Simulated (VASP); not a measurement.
Runs of VASP 6.6.1 on Al. The structure is that of space group P6_3/mmc (No. 194), or close to it. The cells are those of the table. 

```tsv
cell	k mesh	smearing	gap on the mesh (eV)	pressure (GPa)
a = 3.039, b = 3.039, c = 4.859 Å, angles 90.0, 90.0, 120.0°, 2 atoms	6 × 6 × 4	gaussian 0.1 eV	none	-9.4
a = 3.094, b = 3.094, c = 5.021 Å, angles 90.0, 90.0, 120.0°, 2 atoms	6 × 6 × 4	gaussian 0.1 eV	none	-10.6
a = 3.025, b = 3.025, c = 4.761 Å, angles 90.0, 90.0, 120.0°, 2 atoms	15 × 15 × 10	gaussian 0.1 eV	none	-8.1
a = 3.094, b = 3.094, c = 5.021 Å, angles 90.0, 90.0, 120.0°, 2 atoms	15 × 15 × 8	tetrahedron	none	(a)
```

Alike in all rows: task single point; level PBEsol; potentials or basis VASP PAW PBE potentials, release 64 (Al); no spin polarisation; cutoff (eV) 500.

Task: Estimate the missing entries.

Result: (a) -11.0.

Caveats: some runs use coarse meshes; the PAW data sets were made with another functional, which shifts forces and pressure a little; tetrahedron occupations give inexact forces and stress in metals (some runs).

A gap of «none» marks levels without a gap at the run's occupations.
